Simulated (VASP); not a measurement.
# Pt (Fm-3m) in VASP: further runs

Runs on Pt. Level: LDA. Tasks: single point, relaxation of cell and atoms.

Program: VASP 6.6.1. These are calculated values, not measurements. Logs are shortened: lines on timing, memory, paths and dates and some standing lists are left out, and cuts for length are marked.

**1. The cell of the first run**

Symmetry: Fm-3m, No. 225, cubic system. The conventional cell has a = 3.896 Å, b = 3.896 Å, c = 3.896 Å, α = 90.00°, β = 90.00°, γ = 90.00°. Within 3.6 Å of Pt (site symmetry m-3m) lie 12 Pt at 2.75 Å.

**2. Single point, LDA**

File INCAR:

```
SYSTEM = Pt
PREC = Accurate
ENCUT = 520
EDIFF = 1E-6
ISMEAR = -1
SIGMA = 0.05
LREAL = .False.
LASPH = .True.
NELM = 80
ALGO = Normal
ISIF = 2
LWAVE = .False.
LCHARG = .False.
GGA = CA
NBANDS = 28
```

File KPOINTS:

```
Automatic mesh
0
Gamma
  6 6 6
  0 0 0
```

File POSCAR:

```
Pt
1.0
    3.8959452146      0.0000000000      0.0000000000
    0.0000000000      3.8959452146      0.0000000000
    0.0000000000      0.0000000000      3.8959452146
Pt
4
Direct
    0.0000000000      0.0000000000      0.0000000000
    0.0000000000      0.5000000000      0.5000000000
    0.5000000000      0.0000000000      0.5000000000
    0.5000000000      0.5000000000      0.0000000000
```

Potentials or basis: VASP PAW LDA potentials, release 64 (Pt).

Launch:

```sh
cat potpaw_LDA.64/Pt/POTCAR > POTCAR
mpirun -np 1 vasp_std > vasp.out
```

OUTCAR:

```text
SYSTEM = Pt
   PREC = Accurate
   ENCUT = 520
   EDIFF = 1E-6
   ISMEAR = -1
   LREAL = .False.
   LASPH = .True.
   NELM = 80
   ISIF = 2
   GGA = CA

 ion  position               nearest neighbor table
   1  0.000  0.000  0.000-   2 2.75   3 2.75   4 2.75   2 2.75   3 2.75   2 2.75   4 2.75   2 2.75
                             3 2.75   4 2.75   3 2.75   4 2.75
   2  0.000  0.500  0.500-   1 2.75   3 2.75   4 2.75   1 2.75   4 2.75   1 2.75   3 2.75   1 2.75
                             3 2.75   4 2.75   4 2.75   3 2.75
   3  0.500  0.000  0.500-   1 2.75   2 2.75   4 2.75   1 2.75   4 2.75   2 2.75   4 2.75   4 2.75
                             1 2.75   2 2.75   1 2.75   2 2.75
   4  0.500  0.500  0.000-   1 2.75   2 2.75   3 2.75   2 2.75   3 2.75   1 2.75   3 2.75   3 2.75
                             1 2.75   2 2.75   2 2.75   1 2.75

  LATTYP: Found a simple cubic cell.
 ALAT       =     3.8959452146

  Lattice vectors:

 A1 = (   3.8959452146,   0.0000000000,   0.0000000000)
 A2 = (   0.0000000000,   3.8959452146,   0.0000000000)
 A3 = (   0.0000000000,   0.0000000000,   3.8959452146)

Analysis of symmetry for initial positions (statically):
=====================================================================
 Subroutine PRICEL returns following result:

  LATTYP: Found a face centered cubic cell.
 ALAT       =     3.8959452146

  Lattice vectors:

 A1 = (   1.9479726073,  -1.9479726073,   0.0000000000)
 A2 = (   1.9479726073,   0.0000000000,   1.9479726073)
 A3 = (   0.0000000000,  -1.9479726073,   1.9479726073)

   4 primitive cells build up your supercell.

 Routine SETGRP: Setting up the symmetry group for a
 simple cubic supercell.

 Subroutine GETGRP returns: Found 48 space group operations
 (whereof 48 operations were pure point group operations)
 out of a pool of 48 trial point group operations.

The static configuration has the point symmetry O_h .

Analysis of symmetry for dynamics (positions and initial velocities):
=====================================================================
 Subroutine PRICEL returns following result:

  LATTYP: Found a face centered cubic cell.
 ALAT       =     3.8959452146

  Lattice vectors:

 A1 = (   1.9479726073,  -1.9479726073,   0.0000000000)
 A2 = (   1.9479726073,   0.0000000000,   1.9479726073)
 A3 = (   0.0000000000,  -1.9479726073,   1.9479726073)

   4 primitive cells build up your supercell.

[... 97 lines left out ...]
   LASPH  =      T    aspherical Exc in radial PAW
   ENCUT  =  520.0 eV  38.22 Ry    6.18 a.u.   7.24  7.24  7.24*2*pi/ulx,y,z
   NELM   =     80;   NELMIN=  2; NELMDL= -5     # of ELM steps
   EDIFF  = 0.1E-05   stopping-criterion for ELM
   LREAL  =      F    real-space projection
   EDIFFG = 0.1E-04   stopping-criterion for IOM
   NSW    =      0    number of steps for IOM
   IBRION =     -1    ionic relax: 0-MD 1-quasi-New 2-CG
   NFREE  =      0    steps in history (QN), initial steepest desc. (CG)
   ISIF   =      2    stress and relaxation
   ISYM   =      2    0-nonsym 1-usesym 2-fastsym
   POTIM  = 0.5000    time-step for ionic-motion
   TEBEG  =    0.0;   TEEND  =   0.0 temperature during run
   PSTRESS=    0.0 pullay stress
   NELECT =      40.0000    total number of electrons
   NUPDOWN=      -1.0000    fix difference up-down
   EMIN   =  10.00;   EMAX   =-10.00  energy-range for DOS
   EFERMI =   0.00;   METHOD = LEGACY
   ISMEAR =    -1;   SIGMA  =   0.05  broadening in eV -4-tet -1-fermi 0-gaus
   EFERMI_NEDOS =   21; number of points for ismear=-14 and -15
   IALGO  =     38    algorithm
   IMIX   =      4    mixing-type and parameters
     AMIX     =   0.40;   BMIX     =  1.00
     AMIX_MAG =   1.60;   BMIX_MAG =  1.00
  volume/ion in A,a.u.               =      14.78        99.76
  Fermi-wavevector in a.u.,A,eV,Ry     =   1.437083  2.715694 28.098872  2.065209
  Thomas-Fermi vector in A             =   2.556200
   LORBIT       =      0    0 simple, 1 ext, 2 COOP (PROOUT), +10 PAW based schemes
   GGA     = CA    functional components
   LHFCALC =     F    Hartree Fock is set to
   AEXX    =    0.0000 exact exchange contribution
   IVDW    =     0    specifies the selected vdW correction
   LEPSILON=     F    determine dielectric tensor
   LRPA    =     F    only Hartree local field effects (RPA)
 non-spin polarized calculation
  energy-cutoff  :      520.00
  volume of cell :       59.13
 maximum number of plane-waves:      1622
 NGX is ok and might be reduce to    30
   NGX = 15   NGY = 15   NGZ = 15

 number of electron      39.9999999 magnetization

 Free energy of the ion-electron system (eV)
  ---------------------------------------------------
  ext. energy  EPLUGINS =         0.00000000
  ---------------------------------------------------
  free energy    TOTEN  =       -30.00493450 eV

  energy without entropy =      -29.92118539  energy(sigma->0) =      -29.96305995

 E-fermi :  11.5611     XC(G=0): -13.8016

 val. band max:       11.5589354541   @ k =   0.1667   0.1667   0.0000
 cond. band min:      11.5616106191   @ k =   0.1667   0.0000   0.0000
 fundamental gap:      0.0026751651
 Fermi energy:        11.5611072987

 k-point     1 :       0.0000    0.0000    0.0000
  band No.  band energies     occupation
      1       1.0595      2.00000
      2       4.2157      2.00000
      3       4.2157      2.00000
      4       4.2157      2.00000
      5       4.6724      2.00000
      6       4.6724      2.00000
[... 609 lines left out ...]
     27      17.5241      0.00000
     28      17.5241      0.00000

------------------------ aborting loop because EDIFF is reached ----------------------------------------

  FORCE on cell =-STRESS in cart. coord.  units (eV):
  Direction    XX          YY          ZZ          XY          YZ          ZX
  --------------------------------------------------------------------------------------
  -------------------------------------------------------------------------------------
  Total        0.3039142      0.3039142      0.3039142      0.0000000      0.0000000      0.0000000
  in kB        8.2342300      8.2342300      8.2342300      0.0000000      0.0000000      0.0000000
  external PRESSURE =       8.2342300 kB  Pullay stress =       0.0000000 kB

 VOLUME and BASIS-vectors are now :
 -----------------------------------------------------------------------------
  energy-cutoff  :      520.00
  volume of cell :       59.13
      direct lattice vectors                 reciprocal lattice vectors
     3.895945215  0.000000000  0.000000000     0.256677121  0.000000000  0.000000000
     0.000000000  3.895945215  0.000000000     0.000000000  0.256677121  0.000000000
     0.000000000  0.000000000  3.895945215     0.000000000  0.000000000  0.256677121

 POSITION                                       TOTAL-FORCE (eV/Angst)
 -----------------------------------------------------------------------------------
      0.00000      0.00000      0.00000         0.000000      0.000000      0.000000
      0.00000      1.94797      1.94797         0.000000     -0.000000     -0.000000
      1.94797      0.00000      1.94797         0.000000     -0.000000     -0.000000
      1.94797      1.94797      0.00000        -0.000000      0.000000      0.000000
 -----------------------------------------------------------------------------------
    total drift:                                0.000000      0.000000     -0.000000

  FREE ENERGIE OF THE ION-ELECTRON SYSTEM (eV)
  ---------------------------------------------------
  free  energy   TOTEN  =       -30.0049345019 eV

  energy  without entropy=      -29.9211853943  energy(sigma->0) =      -29.96305995
```

OSZICAR:

```text
N       E                     dE             d eps       ncg     rms          rms(c)
DAV:   1     0.242848202234E+03    0.24285E+03   -0.20416E+04  1120   0.138E+03
DAV:   2    -0.242745069948E+02   -0.26712E+03   -0.25660E+03  1276   0.311E+02
DAV:   3    -0.316790409521E+02   -0.74045E+01   -0.71940E+01  1228   0.498E+01
DAV:   4    -0.317402426977E+02   -0.61202E-01   -0.61159E-01  1172   0.472E+00
DAV:   5    -0.317408187311E+02   -0.57603E-03   -0.57602E-03  1212   0.503E-01    0.282E+01
DAV:   6    -0.302002321792E+02    0.15406E+01   -0.28230E+00  1144   0.115E+01    0.145E+01
DAV:   7    -0.300268235736E+02    0.17341E+00   -0.58820E-01  1184   0.490E+00    0.462E+00
DAV:   8    -0.300086353220E+02    0.18188E-01   -0.10333E-01  1152   0.222E+00    0.178E+00
DAV:   9    -0.300049143969E+02    0.37209E-02   -0.87722E-03  1172   0.660E-01    0.811E-02
DAV:  10    -0.300049335752E+02   -0.19178E-04   -0.46506E-05  1176   0.359E-02    0.468E-02
DAV:  11    -0.300049343449E+02   -0.76965E-06   -0.12962E-05  1164   0.237E-02    0.278E-03
DAV:  12    -0.300049345019E+02   -0.15701E-06   -0.11872E-07   612   0.243E-03
   1 F= -.30004935E+02 E0= -.29963060E+02  d E =-.837491E-01
```

It took 11 s on 1 thread of Intel Xeon 6975P-C (Granite Rapids), shared host; peak memory 0.16 GiB.

What came out:

```yaml
Free_energy: -30.0049 eV
Pressure: 0.8 GPa
Band_gap_on_the_k_mesh: zero (band 20 reaches 12.06 eV, above the bottom of band 21 at 11.08 eV)
```

Levels at points of the mesh, in eV from the Fermi level:
```csv
k point,band 18,band 19,band 20,band 21,band 22,band 23
"(0.00, 0.00, 0.00)",0.50,0.50,0.50,0.50,1.70,1.70
"(0.50, 0.00, 0.00)",-2.10,-0.90,-0.90,0.50,0.50,7.20
"(0.50, 0.50, 0.00)",-1.83,-1.83,-1.83,1.90,1.90,1.90
"(0.50, 0.50, 0.50)",0.03,0.03,0.03,0.03,0.03,0.03
```

Caveat: spin-orbit coupling is left out, which moves the levels of the heavy elements.

**3. Relaxation of cell and atoms, LDA**

File INCAR:

```
SYSTEM = Pt
  ALGO = Normal
  EDIFF = 1E-6
  EDIFFG = -0.03
  ENCUT = 600
  GGA = CA
  IBRION = 2
  ISIF = 3
  ISMEAR = -1
  LASPH = .TRUE.
  LCHARG = .FALSE.
  LREAL = .FALSE.
  LWAVE = .FALSE.
  NELM = 60
  NSW = 80
  PREC = Accurate
  SIGMA = 0.05
```

File KPOINTS:

```
k-points
0
G
  6 6 6
  0 0 0
```

POSCAR is that of step 2.

Potentials or basis: VASP PAW LDA potentials, release 64 (Pt).

Launch:

```sh
cat potpaw_LDA.64/Pt/POTCAR > POTCAR
mpirun -np 1 vasp_std > vasp.out
```

Run time: 21 s. Hardware: 1 thread of Intel Xeon 6975P-C (Granite Rapids), shared host; peak memory 0.17 GiB.

Results (log left out):

- Free energy: -30.0056 eV
- Relaxed volume: 14.83 Å³/atom
- Relaxed cell: a = 3.900 Å, b = 3.900 Å, c = 3.900 Å, α = 90.00°, β = 90.00°, γ = 90.00°
- Space group after relaxing (to 0.05 Å): Fm-3m (No. 225)
- Energy gained by relaxing: 0.1 meV/atom
- Ionic steps: 3
- Pressure after relaxing: 0.0 GPa
- Band gap on the k mesh: zero (band 20 reaches 11.99 eV, above the bottom of band 21 at 11.02 eV)

Step by step:
```
step  energy change (eV)  largest force (eV/Å)  pressure (GPa)  volume (Å³)
   1              0.0000                0.0000            0.92        59.13
   2              0.0043                0.0000           -2.76        59.86
   3             -0.0005                0.0000           -0.01        59.31
```

Final structure:
```
Pt
1.0
     3.89984    0.00000    0.00000
     0.00000    3.89984    0.00000
     0.00000    0.00000    3.89984
Pt
4
Direct
  0.00000 0.00000 0.00000
  0.00000 0.50000 0.50000
  0.50000 0.00000 0.50000
  0.50000 0.50000 0.00000
```

Levels at points of the mesh, in eV from the Fermi level:
```csv
k point,band 18,band 19,band 20,band 21,band 22,band 23
"(0.00, 0.00, 0.00)",0.49,0.49,0.49,0.49,1.70,1.70
"(0.50, 0.00, 0.00)",-2.09,-0.89,-0.89,0.50,0.50,7.18
"(0.50, 0.50, 0.00)",-1.82,-1.82,-1.82,1.89,1.89,1.89
"(0.50, 0.50, 0.50)",0.03,0.03,0.03,0.03,0.03,0.03
```

Caveat: spin-orbit coupling is left out, which moves the levels of the heavy elements.

**4. Relaxation of cell and atoms, LDA**

This run uses another cell than the first one, of 15.06 Å³/atom, 1.019 times its volume.

File INCAR:

```
  PREC = Accurate
  ENCUT = 600
  EDIFF = 1E-6
  ISMEAR = -1
  SIGMA = 0.05
  LREAL = F
  LASPH = T
  NELM = 80
  ALGO = Normal
  ISIF = 3
  LWAVE = F
  LCHARG = F
  GGA = CA
  IBRION = 2
  NSW = 80
  EDIFFG = -0.03
```

File KPOINTS:

```
Automatic mesh
0
Gamma
  6 6 6
```

File POSCAR:

```
Pt
1.0
    3.9200000000      0.0000000000      0.0000000000
    0.0000000000      3.9200000000      0.0000000000
    0.0000000000      0.0000000000      3.9200000000
Pt
4
Direct
    0.0000000000      0.0000000000      0.0000000000
    0.0000000000      0.5000000000      0.5000000000
    0.5000000000      0.0000000000      0.5000000000
    0.5000000000      0.5000000000      0.0000000000
```

Potentials or basis: VASP PAW LDA potentials, release 64 (Pt).

Launch:

```sh
cat potpaw_LDA.64/Pt/POTCAR > POTCAR
mpirun -np 1 vasp_std > vasp.out
```

OUTCAR:

```text
PREC = Accurate
   ENCUT = 600
   EDIFF = 1E-6
   ISMEAR = -1
   LREAL = F
   LASPH = T
   NELM = 80
   ISIF = 3
   GGA = CA
   IBRION = 2
   NSW = 80
   EDIFFG = -0.03

 ion  position               nearest neighbor table
   1  0.000  0.000  0.000-   2 2.77   3 2.77   4 2.77   2 2.77   3 2.77   2 2.77   4 2.77   2 2.77
                             3 2.77   4 2.77   3 2.77   4 2.77
   2  0.000  0.500  0.500-   1 2.77   3 2.77   4 2.77   1 2.77   4 2.77   1 2.77   3 2.77   1 2.77
                             3 2.77   4 2.77   4 2.77   3 2.77
   3  0.500  0.000  0.500-   1 2.77   2 2.77   4 2.77   1 2.77   4 2.77   2 2.77   4 2.77   4 2.77
                             1 2.77   2 2.77   1 2.77   2 2.77
   4  0.500  0.500  0.000-   1 2.77   2 2.77   3 2.77   2 2.77   3 2.77   1 2.77   3 2.77   3 2.77
                             1 2.77   2 2.77   2 2.77   1 2.77

  LATTYP: Found a simple cubic cell.
 ALAT       =     3.9200000000

  Lattice vectors:

 A1 = (   3.9200000000,   0.0000000000,   0.0000000000)
 A2 = (   0.0000000000,   3.9200000000,   0.0000000000)
 A3 = (   0.0000000000,   0.0000000000,   3.9200000000)

Analysis of symmetry for initial positions (statically):
=====================================================================
 Subroutine PRICEL returns following result:
[... 176 lines left out ...]

 number of electron      39.9999989 magnetization

 Free energy of the ion-electron system (eV)
  ---------------------------------------------------
  ext. energy  EPLUGINS =         0.00000000
  ---------------------------------------------------
  free energy    TOTEN  =       -29.99262026 eV

  energy without entropy =      -29.90867425  energy(sigma->0) =      -29.95064725

------------------------ aborting loop because EDIFF is reached ----------------------------------------

  FORCE on cell =-STRESS in cart. coord.  units (eV):
  Direction    XX          YY          ZZ          XY          YZ          ZX
  --------------------------------------------------------------------------------------
  -------------------------------------------------------------------------------------
  Total       -1.6969508     -1.6969508     -1.6969508     -0.0000000      0.0000000      0.0000000
  in kB      -45.1358518    -45.1358518    -45.1358518     -0.0000000      0.0000000      0.0000000
  external PRESSURE =     -45.1358518 kB  Pullay stress =       0.0000000 kB
[... 63 lines left out ...]
--------------------------------------- Ionic step        3  -------------------------------------------

 number of electron      39.9999991 magnetization

 Free energy of the ion-electron system (eV)
  ---------------------------------------------------
  ext. energy  EPLUGINS =         0.00000000
  ---------------------------------------------------
  free energy    TOTEN  =       -30.00585293 eV

  energy without entropy =      -29.92207786  energy(sigma->0) =      -29.96396539

 E-fermi :  11.4952     XC(G=0): -13.7824

 val. band max:       11.4928652068   @ k =   0.1667   0.1667   0.0000
 cond. band min:      11.4955490406   @ k =   0.1667   0.0000   0.0000
 fundamental gap:      0.0026838338
 Fermi energy:        11.4951617511

 k-point     1 :       0.0000    0.0000    0.0000
  band No.  band energies     occupation
      1       1.0314      2.00000
      2       4.1874      2.00000
      3       4.1874      2.00000
      4       4.1874      2.00000
      5       4.6421      2.00000
      6       4.6421      2.00000
[... 560 lines left out ...]
  FREE ENERGIE OF THE ION-ELECTRON SYSTEM (eV)
  ---------------------------------------------------
  free  energy   TOTEN  =       -30.0058529271 eV

  energy  without entropy=      -29.9220778607  energy(sigma->0) =      -29.96396539

 reached required accuracy - stopping structural energy minimisation
```

OSZICAR:

```text
N       E                     dE             d eps       ncg     rms          rms(c)
DAV:   1     0.271375499857E+03    0.27138E+03   -0.22693E+04   968   0.180E+03
[... 23 lines left out ...]
DAV:   1    -0.307607194941E+02   -0.88319E+00   -0.17174E+01   960   0.340E+01    0.593E+00
DAV:   2    -0.300417229923E+02    0.71900E+00   -0.18208E+00   960   0.102E+01    0.298E+00
DAV:   3    -0.300038412797E+02    0.37882E-01   -0.16295E-01   976   0.277E+00    0.158E+00
DAV:   4    -0.300055770860E+02   -0.17358E-02   -0.60821E-03   992   0.438E-01    0.298E-01
DAV:   5    -0.300058138936E+02   -0.23681E-03   -0.31888E-04  1008   0.102E-01    0.492E-02
DAV:   6    -0.300058529991E+02   -0.39105E-04   -0.21024E-05   976   0.274E-02    0.135E-02
DAV:   7    -0.300058529271E+02    0.72000E-07   -0.49965E-06   840   0.158E-02
   3 F= -.30005853E+02 E0= -.29963965E+02  d E =-.132327E-01
```

Run time: 21 s. Hardware: 1 thread of Intel Xeon 6975P-C (Granite Rapids), shared host; peak memory 0.17 GiB.

Results:

| Quantity | Value |
| --- | --- |
| Free energy | -30.0059 eV |
| Relaxed volume | 14.83 Å³/atom |
| Relaxed cell | a = 3.900 Å, b = 3.900 Å, c = 3.900 Å, α = 90.00°, β = 90.00°, γ = 90.00° |
| Space group after relaxing (to 0.05 Å) | Fm-3m (No. 225) |
| Energy gained by relaxing | 3.3 meV/atom |
| Ionic steps | 3 |
| Pressure after relaxing | -0.1 GPa |
| Band gap on the k mesh | zero (band 20 reaches 11.99 eV, above the bottom of band 21 at 11.02 eV) |

Step by step:
| step | energy change (eV) | largest force (eV/Å) | pressure (GPa) | volume (Å³) |
| --- | --- | --- | --- | --- |
| 1 | 0.0000 | 0.0000 | -4.51 | 60.24 |
| 2 | 0.1151 | 0.0000 | 15.98 | 56.61 |
| 3 | -0.0132 | 0.0000 | -0.10 | 59.33 |

Final structure:
```
Pt
1.0
     3.90023    0.00000    0.00000
     0.00000    3.90023    0.00000
     0.00000    0.00000    3.90023
Pt
4
Cartesian
  0.0000 0.0000 0.0000
  0.0000 1.9501 1.9501
  1.9501 0.0000 1.9501
  1.9501 1.9501 0.0000
```

Caveat: spin-orbit coupling is left out, which moves the levels of the heavy elements.

**5. Overview**

```tsv
task	cell	cutoff (eV)	gap on the mesh (eV)	pressure (GPa)	relaxed volume (Å³/atom)
single point	a = 3.896 Å, 4 atoms	520	none	0.8	-
relaxation of cell and atoms	relaxed from a = 3.896 Å, 4 atoms	600	none	0.0	14.83
relaxation of cell and atoms	relaxed from a = 3.920 Å, 4 atoms	600	none	-0.1	14.83
```

Alike in all rows: level LDA; potentials or basis VASP PAW LDA potentials, release 64 (Pt); no spin polarisation; k mesh 6 × 6 × 6; smearing fermi-dirac 0.05 eV.

Caveats: spin-orbit coupling is left out, which moves the levels of the heavy elements.

Absolute energies hang on the potentials; compare differences alone.
